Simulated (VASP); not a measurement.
## Si: single point with PBE

Crystal: Si.

```
Si
1.0
     5.43100    0.00000    0.00000
     0.00000    5.43100    0.00000
     0.00000    0.00000    5.43100
Si
8
Direct
  0.00981 0.00015 0.00009
  0.99981 0.49002 0.49989
  0.50015 0.00014 0.51492
  0.50004 0.50000 0.99991
  0.24997 0.25996 0.24999
  0.25018 0.75009 0.73982
  0.75994 0.25019 0.75010
  0.75004 0.75006 0.25007
```

```yaml
Program: VASP 6.6.1
Task: single point
Functional: PBE
Potentials_or_basis: VASP PAW PBE potentials, release 64 (Si)
Cutoff: 500 eV
k_mesh: 1 × 1 × 1
Occupations: gaussian, width 0.01 eV
Spin: no spin polarisation
Dipole_correction: no
Further_INCAR_settings: ALGO = Normal; EDIFF = 1e-06; NBANDS = 26
```

| Property | Result |
| --- | --- |
| Pressure | 10.8 GPa |
| Largest force | 1.199 eV/Å |
| Band gap on the k mesh | 0.27 eV |

Forces on the atoms (eV/Å):
```
Si   0.180 -0.094  0.001
Si  -0.312  0.855 -0.580
Si   0.327  0.746 -0.880
Si   0.201  0.366 -0.726
Si   0.499 -0.774  0.378
Si  -0.455 -0.923  0.544
Si  -0.231 -0.322  0.944
Si  -0.210  0.146  0.319
```

Stress tensor (GPa, compression positive):
```
10.93  1.47 -1.06
 1.47 10.61 -0.07
-1.06 -0.07 10.81
```

Levels at points of the mesh, in eV from the valence-band top:
```tsv
k point	band 12	band 13	band 14	band 15	band 16	band 17	band 18	band 19	band 20	band 21
(0.00, 0.00, 0.00)	-3.06	-3.01	-0.39	-0.17	0.00	0.27	0.34	0.40	0.43	0.51
```

It took 8.3 s on 1 thread of AMD EPYC 9R45 (Zen 5), on a shared host, peak memory 0.18 GiB.

Caveat: the k points lie up to 1.16 Å⁻¹ apart; forces of over 1 eV/Å act on the atoms, so gaps and moduli don't describe the material at rest. A k mesh can miss the band edges.
